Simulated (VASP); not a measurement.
# Cr (P6/mmm) in VASP: notebook, part 2 of 2

VASP 6.6.1. The steps go on from the part before.

## Step 4: Single point, LDA (12.43 Å³/atom)

This run uses another cell than the first one, of 12.43 Å³/atom.

The input, INCAR:

```
SYSTEM = Cr
  ALGO = Normal
  EDIFF = 1E-6
  ENCUT = 520
  ISIF = 2
  ISMEAR = -1
  LASPH = .True.
  LCHARG = .False.
  LREAL = .False.
  LWAVE = .False.
  NBANDS = 25
  NELM = 60
  PREC = Accurate
  SIGMA = 0.1
```

The input, KPOINTS:

```
k-points
0
Gamma
  10 10 16
  0 0 0
```

The input, POSCAR:

```
Cr
1.0
    4.3113315789      0.0000000000      0.0000000000
   -2.1556657894      3.7337226714      0.0000000000
    0.0000000000      0.0000000000      2.3158941225
Cr
3
Direct
    1.0000000000      0.0000000000      0.0000000000
    0.3333333333      0.6666666667      0.5000000000
    0.6666666667      0.3333333333      0.5000000000
```

Potentials or basis: VASP PAW LDA potentials, release 64 (Cr_pv).

Command:

```sh
$ cat potpaw_LDA.64/Cr_pv/POTCAR > POTCAR
$ mpirun -np 1 vasp_std > vasp.out
```

OUTCAR:

```text
SYSTEM = Cr
   EDIFF = 1E-6
   ENCUT = 520
   ISIF = 2
   ISMEAR = -1
   LASPH = .True.
   LREAL = .False.
   NELM = 60
   PREC = Accurate

 ion  position               nearest neighbor table
   1  0.000  0.000  0.000-   2 2.75   3 2.75   2 2.75   3 2.75   2 2.75   2 2.75   3 2.75   3 2.75
                             3 2.75   3 2.75   2 2.75   2 2.75
   2  0.333  0.667  0.500-   3 2.49   3 2.49   3 2.49   1 2.75   1 2.75   1 2.75   1 2.75   1 2.75
                             1 2.75
   3  0.667  0.333  0.500-   2 2.49   2 2.49   2 2.49   1 2.75   1 2.75   1 2.75   1 2.75   1 2.75
                             1 2.75

  LATTYP: Found a hexagonal cell.
 ALAT       =     4.3113315789
 C/A-ratio  =     0.5371644653

  Lattice vectors:

 A1 = (   4.3113315789,   0.0000000000,   0.0000000000)
 A2 = (  -2.1556657894,   3.7337226714,   0.0000000000)
 A3 = (   0.0000000000,   0.0000000000,   2.3158941225)

Analysis of symmetry for initial positions (statically):
=====================================================================
 Subroutine PRICEL returns:
 Original cell was already a primitive cell.

 Routine SETGRP: Setting up the symmetry group for a
 hexagonal supercell.

 Subroutine GETGRP returns: Found 24 space group operations
 (whereof 24 operations were pure point group operations)
 out of a pool of 24 trial point group operations.
[... 160 lines left out ...]
  free energy    TOTEN  =       -30.59542297 eV

  energy without entropy =      -30.43494645  energy(sigma->0) =      -30.51518471

 E-fermi :   9.7044     XC(G=0): -13.5467

 val. band max:        9.7018174514   @ k =   0.3000   0.3000   0.5000
 cond. band min:       9.7084911263   @ k =   0.1000   0.1000   0.5000
 fundamental gap:      0.0066736749
 Fermi energy:         9.7044426598

 k-point     1 :       0.0000    0.0000    0.0000
  band No.  band energies     occupation
      1     -33.0286      2.00000
      2     -33.0286      2.00000
      3     -33.0248      2.00000
      4     -33.0248      2.00000
      5     -32.5480      2.00000
      6     -32.5480      2.00000
[... 661 lines left out ...]
     24      11.7873      0.00000
     25      11.8551      0.00000

 [... further k-points ...]
[... 5 lines left out ...]
  --------------------------------------------------------------------------------------
  -------------------------------------------------------------------------------------
  Total       -5.5703941     -5.5703941     -5.9302067     -0.0000000     -0.0000000      0.0000000
  in kB     -239.4000956   -239.4000956   -254.8638451     -0.0000000     -0.0000000      0.0000000
  external PRESSURE =    -244.5546788 kB  Pullay stress =       0.0000000 kB

 VOLUME and BASIS-vectors are now :
 -----------------------------------------------------------------------------
  energy-cutoff  :      520.00
  volume of cell :       37.28
      direct lattice vectors                 reciprocal lattice vectors
     4.311331579  0.000000000  0.000000000     0.231946901  0.133914606  0.000000000
    -2.155665789  3.733722671  0.000000000     0.000000000  0.267829212  0.000000000
     0.000000000  0.000000000  2.315894123     0.000000000  0.000000000  0.431798669

 POSITION                                       TOTAL-FORCE (eV/Angst)
 -----------------------------------------------------------------------------------
      0.00000      0.00000      0.00000        -0.000000      0.000000      0.000000
     -0.00000      2.48915      1.15795         0.000000      0.000000      0.000000
      2.15567      1.24457      1.15795        -0.000000      0.000000     -0.000000
 -----------------------------------------------------------------------------------
    total drift:                               -0.000000      0.000000      0.000000

  FREE ENERGIE OF THE ION-ELECTRON SYSTEM (eV)
  ---------------------------------------------------
  free  energy   TOTEN  =       -30.5954229714 eV

  energy  without entropy=      -30.4349464544  energy(sigma->0) =      -30.51518471
```

OSZICAR:

```text
N       E                     dE             d eps       ncg     rms          rms(c)
DAV:   1     0.413626193794E+03    0.41363E+03   -0.20600E+04  6308   0.177E+03
DAV:   2    -0.160427073584E+02   -0.42967E+03   -0.42001E+03  6386   0.521E+02
DAV:   3    -0.349098234036E+02   -0.18867E+02   -0.18251E+02  7304   0.125E+02
DAV:   4    -0.354082199374E+02   -0.49840E+00   -0.49183E+00  7276   0.191E+01
DAV:   5    -0.354255009020E+02   -0.17281E-01   -0.17272E-01  8136   0.328E+00    0.179E+01
DAV:   6    -0.307371251689E+02    0.46884E+01   -0.30945E+01  6739   0.515E+01    0.341E+00
DAV:   7    -0.316641069826E+02   -0.92698E+00   -0.56510E+00  8304   0.251E+01    0.114E+01
DAV:   8    -0.306242396367E+02    0.10399E+01   -0.38482E+00  8073   0.137E+01    0.132E+00
DAV:   9    -0.305986540950E+02    0.25586E-01   -0.94990E-02  7068   0.301E+00    0.685E-01
DAV:  10    -0.305954001470E+02    0.32539E-02   -0.14169E-02  8339   0.140E+00    0.952E-02
DAV:  11    -0.305954261492E+02   -0.26002E-04   -0.10791E-03  7359   0.335E-01    0.520E-02
DAV:  12    -0.305954237872E+02    0.23621E-05   -0.20631E-04  8089   0.144E-01    0.176E-02
DAV:  13    -0.305954230600E+02    0.72712E-06   -0.16225E-05  8351   0.334E-02    0.848E-03
DAV:  14    -0.305954229714E+02    0.88626E-07   -0.53820E-06  6391   0.217E-02
   1 F= -.30595423E+02 E0= -.30515185E+02  d E =-.160477E+00
```

stdout:

```text
POSCAR found type information on POSCAR Cr
 POSCAR found :  1 types and       3 ions
 scaLAPACK will be used
 LDA part: xc-table for (Slater(with rela. corr.)+CA(PZ))
 , standard interpolation
 POSCAR, INCAR and KPOINTS ok, starting setup
 FFT: planning ... GRIDC
 FFT: planning ... GRID_SOFT
 FFT: planning ... GRID
 WAVECAR not read
 entering main loop
```

Run time: 2.8 min. Hardware: 1 thread of AMD EPYC 7R43 (Zen 3), shared host; peak memory 0.16 GiB.

What came out:

- Free energy: -30.5954 eV
- Pressure: -24.5 GPa
- Band gap on the k mesh: zero (bands 18 and 19 overlap by 0.73 eV)

Levels at points of the mesh, in eV from the Fermi level:
```tsv
k point	band 14	band 15	band 16	band 17	band 18	band 19	band 20	band 21	band 22	band 23
(0.00, 0.00, 0.00)	-2.01	-1.94	-1.94	-1.74	-0.32	-0.32	1.24	1.24	1.29	1.29
(0.50, 0.00, 0.00)	-2.28	-1.84	-1.71	-1.52	0.41	0.73	1.23	1.37	1.42	1.63
(0.00, 0.00, 0.50)	-2.35	-1.52	-0.89	-0.89	0.07	0.07	1.41	1.41	1.81	1.81
(0.50, 0.00, 0.50)	-1.81	-1.30	-1.21	-0.17	-0.08	0.79	0.90	1.39	1.49	2.38
```

Caveat: the cell stands under tension; the run has no spin polarisation, though such a crystal can be magnetic.

## Step 5: Single point, LDA

This run uses another cell than the first one, of 11.10 Å³/atom.

The input, INCAR:

```
SYSTEM = Cr
PREC = Accurate ; ENCUT = 520
EDIFF = 1E-6 ; ISMEAR = -1
SIGMA = 0.1 ; LREAL = .False.
LASPH = .True. ; NELM = 80
ALGO = Normal ; ISIF = 2
LWAVE = .False. ; LCHARG = .False.
NBANDS = 25
```

The input, KPOINTS:

```
Automatic mesh
0
Gamma
  12 12 18
  0 0 0
```

The input, POSCAR:

```
Cr
1.0
    4.1515035880      0.0000000000      0.0000000000
   -2.0757517940      3.5953075711      0.0000000000
    0.0000000000      0.0000000000      2.2300402052
Cr
3
Direct
    1.0000000000      0.0000000000      0.0000000000
    0.3333333333      0.6666666667      0.5000000000
    0.6666666667      0.3333333333      0.5000000000
```

Command:

```sh
$ cat potpaw_LDA.64/Cr_pv/POTCAR > POTCAR
$ mpirun -np 1 vasp_std > vasp.out
```

It took 3 min on 1 thread of AMD EPYC 7R43 (Zen 3), shared host; peak memory 0.19 GiB.

It converged, with:

```
Free energy            : -30.9277 eV
Pressure               : 0.3 GPa
Band gap on the k mesh : zero (bands 18 and 19 overlap by 1.02 eV)
```

Stress tensor (GPa, compression positive):
```
0.13 0.00 0.00
0.00 0.13 0.00
0.00 0.00 0.70
```

Levels at points of the mesh, in eV from the Fermi level:
```csv
k point,band 14,band 15,band 16,band 17,band 18,band 19,band 20,band 21,band 22,band 23
"(0.00, 0.00, 0.00)",-2.27,-2.20,-2.20,-2.03,-0.41,-0.41,1.42,1.42,1.48,1.48
"(0.50, 0.00, 0.00)",-2.64,-2.19,-1.98,-1.83,0.61,0.82,1.45,1.57,1.64,1.88
"(0.00, 0.00, 0.50)",-2.47,-1.57,-1.08,-1.08,0.08,0.08,1.64,1.64,2.10,2.10
"(0.50, 0.00, 0.50)",-2.11,-1.53,-1.47,-0.20,-0.13,0.92,1.14,1.61,1.69,2.75
```

Caveat: the run has no spin polarisation, though such a crystal can be magnetic. Spin polarisation is off, so any magnetic state and its effect on volume and gap are missing.

## Step 6: Single point, LDA, collinear spin, ferromagnetic start

This run uses another cell than the first one, of 11.08 Å³/atom.

The input, INCAR:

```
SYSTEM = Cr
PREC = Accurate
ENCUT = 520
EDIFF = 1E-7
ISMEAR = -1
SIGMA = 0.05
LREAL = .False.
LASPH = .True.
NELM = 150
ALGO = Normal
ISIF = 2
LWAVE = .False.
LCHARG = .False.
ISPIN = 2
MAGMOM = 1.5 1.5 1.5
LORBIT = 11
LMAXMIX = 4
NBANDS = 29
```

The input, KPOINTS:

```
regular mesh
0
Gamma
  12 12 18
  0 0 0
```

The input, POSCAR:

```
Cr
1.0
    4.1533729889      0.0000000000      0.0000000000
   -2.0766864944      3.5969265197      0.0000000000
    0.0000000000      0.0000000000      2.2258487003
Cr
3
Direct
    1.0000000000      1.0000000000      0.0000000000
    0.3333333333      0.6666666667      0.5000000000
    0.6666666667      0.3333333333      0.5000000000
```

Potentials or basis: VASP PAW LDA potentials, release 64 (Cr_pv).

Command:

```sh
$ cat potpaw_LDA.64/Cr_pv/POTCAR > POTCAR
$ mpirun -np 1 vasp_std > vasp.out
```

OUTCAR:

```text
SYSTEM = Cr
   PREC = Accurate
   ENCUT = 520
   EDIFF = 1E-7
   ISMEAR = -1
   LREAL = .False.
   LASPH = .True.
   NELM = 150
   ISIF = 2
   ISPIN = 2
   LORBIT = 11

 ion  position               nearest neighbor table
   1  0.000  0.000  0.000-   2 2.64   3 2.64   2 2.64   3 2.64   2 2.64   2 2.64   3 2.64   3 2.64
                             3 2.64   3 2.64   2 2.64   2 2.64
   2  0.333  0.667  0.500-   3 2.40   3 2.40   3 2.40   1 2.64   1 2.64   1 2.64   1 2.64   1 2.64
                             1 2.64
   3  0.667  0.333  0.500-   2 2.40   2 2.40   2 2.40   1 2.64   1 2.64   1 2.64   1 2.64   1 2.64
                             1 2.64

  LATTYP: Found a hexagonal cell.
 ALAT       =     4.1533729889
 C/A-ratio  =     0.5359135108

  Lattice vectors:

 A1 = (   4.1533729889,   0.0000000000,   0.0000000000)
 A2 = (  -2.0766864944,   3.5969265197,   0.0000000000)
 A3 = (   0.0000000000,   0.0000000000,   2.2258487003)

Analysis of symmetry for initial positions (statically):
=====================================================================
 Subroutine PRICEL returns:
 Original cell was already a primitive cell.

 Routine SETGRP: Setting up the symmetry group for a
 hexagonal supercell.

 Subroutine GETGRP returns: Found 24 space group operations
 (whereof 24 operations were pure point group operations)
 out of a pool of 24 trial point group operations.

The static configuration has the point symmetry D_6h.

Analysis of symmetry for dynamics (positions and initial velocities):
=====================================================================
 Subroutine PRICEL returns:
 Original cell was already a primitive cell.

 Routine SETGRP: Setting up the symmetry group for a
 hexagonal supercell.

 Subroutine GETGRP returns: Found 24 space group operations
 (whereof 24 operations were pure point group operations)
 out of a pool of 24 trial point group operations.

The dynamic configuration has the point symmetry D_6h.

Analysis of structural, dynamic, and magnetic symmetry:
[... 154 lines left out ...]
  ---------------------------------------------------
  ext. energy  EPLUGINS =         0.00000000
  ---------------------------------------------------
  free energy    TOTEN  =       -30.86890394 eV

  energy without entropy =      -30.82636778  energy(sigma->0) =      -30.84763586

 E-fermi :  11.3224     XC(G=0): -14.2113

 val. band max:       11.3198337182   @ k =   0.4167  -0.0000   0.4444
 cond. band min:      11.3245428868   @ k =   0.1667   0.0833   0.0000
 fundamental gap:      0.0047091685
 Fermi energy:        11.3223682979

 spin component 1

 k-point     1 :       0.0000    0.0000    0.0000
  band No.  band energies     occupation
      1     -31.4858      1.00000
      2     -31.4858      1.00000
      3     -31.4685      1.00000
      4     -31.4685      1.00000
      5     -30.7956      1.00000
      6     -30.7956      1.00000
[... 757 lines left out ...]
     28      16.9301      0.00000
     29      17.0716      0.00000

 [... further k-points ...]

 spin component 2

 k-point     1 :       0.0000    0.0000    0.0000
  band No.  band energies     occupation
      1     -31.4851      1.00000
      2     -31.4851      1.00000
      3     -31.4683      1.00000
      4     -31.4683      1.00000
      5     -30.7950      1.00000
      6     -30.7950      1.00000
[... 757 lines left out ...]
     28      16.8398      0.00000
     29      17.0715      0.00000

 [... further k-points ...]
[... 5 lines left out ...]
  --------------------------------------------------------------------------------------
  -------------------------------------------------------------------------------------
  Total        0.0136782      0.0136782      0.1478915      0.0000000      0.0000000      0.0000000
  in kB        0.6590376      0.6590376      7.1256684      0.0000000      0.0000000      0.0000000
  external PRESSURE =       2.8145812 kB  Pullay stress =       0.0000000 kB

 VOLUME and BASIS-vectors are now :
 -----------------------------------------------------------------------------
  energy-cutoff  :      520.00
  volume of cell :       33.25
      direct lattice vectors                 reciprocal lattice vectors
     4.153372989  0.000000000  0.000000000     0.240768167  0.139007566  0.000000000
    -2.076686494  3.596926520  0.000000000     0.000000000  0.278015132  0.000000000
     0.000000000  0.000000000  2.225848700     0.000000000  0.000000000  0.449266835

 POSITION                                       TOTAL-FORCE (eV/Angst)
 -----------------------------------------------------------------------------------
      0.00000      0.00000      0.00000         0.000000      0.000000     -0.000000
     -0.00000      2.39795      1.11292        -0.000000      0.000000      0.000000
      2.07669      1.19898      1.11292         0.000000     -0.000000     -0.000000
 -----------------------------------------------------------------------------------
    total drift:                               -0.000000      0.000000      0.000000

  FREE ENERGIE OF THE ION-ELECTRON SYSTEM (eV)
  ---------------------------------------------------
  free  energy   TOTEN  =       -30.8689039355 eV

  energy  without entropy=      -30.8263677759  energy(sigma->0) =      -30.84763586

 total charge

# of ion       s       p       d       tot
------------------------------------------
    1        0.432   6.416   4.309  11.158
    2        0.444   6.395   4.390  11.228
    3        0.444   6.395   4.390  11.228
--------------------------------------------------
tot          1.320  19.206  13.088  33.614

 magnetization (x)

# of ion       s       p       d       tot
------------------------------------------
    1       -0.000  -0.000   0.000   0.000
    2        0.000   0.000   0.000   0.000
    3        0.000   0.000   0.000   0.000
--------------------------------------------------
tot          0.000   0.000   0.001   0.001
```

Wall time 3.6 min (1 thread of Intel Xeon Platinum 8259CL at 2.50GHz (Skylake/Cascade Lake), shared host); peak memory 0.33 GiB.

Results:

* Free energy: -30.8689 eV
* Pressure: 0.3 GPa
* Band gap on the k mesh: zero (filled and empty bands overlap)
* Net moment: 0.00 μB per cell
* Valence electrons inside the program's atomic spheres: Cr 11.16, 11.23 (each value once)

Stress tensor (GPa, compression positive):
```
0.07 0.00 0.00
0.00 0.07 0.00
0.00 0.00 0.71
```

## Step 7: The runs side by side

| cell | k mesh | gap on the mesh (eV) | pressure (GPa) |
| --- | --- | --- | --- |
| a = 4.206, b = 4.206, c = 2.259 Å, angles 90.0, 90.0, 120.0°, 3 atoms | 10 × 10 × 16 | none | -9.8 |
| a = 4.259, b = 4.259, c = 2.288 Å, angles 90.0, 90.0, 120.0°, 3 atoms | 10 × 10 × 16 | none | -17.9 |
| a = 4.311, b = 4.311, c = 2.316 Å, angles 90.0, 90.0, 120.0°, 3 atoms | 10 × 10 × 16 | none | -24.5 |
| a = 4.152, b = 4.152, c = 2.230 Å, angles 90.0, 90.0, 120.0°, 3 atoms | 12 × 12 × 18 | none | 0.3 |

Alike in all rows: task single point; level LDA; potentials or basis VASP PAW LDA potentials, release 64 (Cr_pv); no spin polarisation; cutoff (eV) 520; smearing fermi-dirac 0.1 eV.

Caveats: the run has no spin polarisation, though such a crystal can be magnetic; the cell stands under tension (at least some runs).

Total energies depend on the potentials used, so only differences within one code and one set of settings carry meaning.
